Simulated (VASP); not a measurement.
Wanted: the native input for a VASP 6.6.1 run.

* Task: single point
* Functional: PBEsol
* Potentials or basis: VASP PAW PBE potentials, release 64 (S, Hf_pv, Sc_sv)
* Cutoff: 520 eV
* k mesh: 6 × 6 × 6
* Occupations: fermi-dirac, width 0.1 eV
* Spin: no spin polarisation
* Dipole correction: no
* Further INCAR settings: ALGO = Normal; EDIFF = 1e-06; NBANDS = 69

The structure of HfSc2S4 lies in POSCAR:

```
HfSc2S4
1.0
    0.0000000000      5.3740880000      5.3740880000
    5.3740880000      0.0000000000      5.3740880000
    5.3740880000      5.3740880000      0.0000000000
S Hf Sc
8 2 4
Direct
    0.3830000000      0.3830000000      0.3830000000
    0.3990000000      0.8670000000      0.8670000000
    0.3830000000      0.3830000000      0.8510000000
    0.8670000000      0.3990000000      0.8670000000
    0.8510000000      0.3830000000      0.3830000000
    0.8670000000      0.8670000000      0.8670000000
    0.3830000000      0.8510000000      0.3830000000
    0.8670000000      0.8670000000      0.3990000000
    0.0000000000      0.0000000000      0.0000000000
    0.2500000000      0.2500000000      0.2500000000
    0.6250000000      0.6250000000      0.6250000000
    0.1250000000      0.6250000000      0.6250000000
    0.6250000000      0.6250000000      0.1250000000
    0.6250000000      0.1250000000      0.6250000000
```

These files were run (other wordings do the same):

INCAR

```
PREC = Accurate ; ENCUT = 520
EDIFF = 1E-6 ; ISMEAR = -1
SIGMA = 0.1 ; LREAL = F
LASPH = T ; NELM = 100
ALGO = Normal ; ISIF = 2
LWAVE = F ; LCHARG = F
GGA = PS ; NBANDS = 69
```

KPOINTS

```
regular mesh
0
Gamma
  6 6 6
```

Potentials or basis: VASP PAW PBE potentials, release 64 (S, Hf_pv, Sc_sv).

The run is started by

```console
$ cat potpaw_PBE.64/S/POTCAR potpaw_PBE.64/Hf_pv/POTCAR potpaw_PBE.64/Sc_sv/POTCAR > POTCAR
$ mpirun -np 1 vasp_std > vasp.out
```

Results of the run:

| Item | Value |
| --- | --- |
| Pressure | -4.0 GPa |
| Largest force | 0.700 eV/Å |
| Band gap on the k mesh | zero (bands 56 and 57 overlap by 0.48 eV) |

Caveat: the cell stands under tension; the PAW data sets were made with another functional, which shifts forces and pressure a little; spin-orbit coupling is left out, which moves the levels of the heavy elements.

Run time: 9.7 min on 1 thread of Intel(R) Xeon(R) Platinum 8175M CPU @ 2.50GHz (Skylake/Cascade Lake) (shared host), peak memory 0.63 GiB.
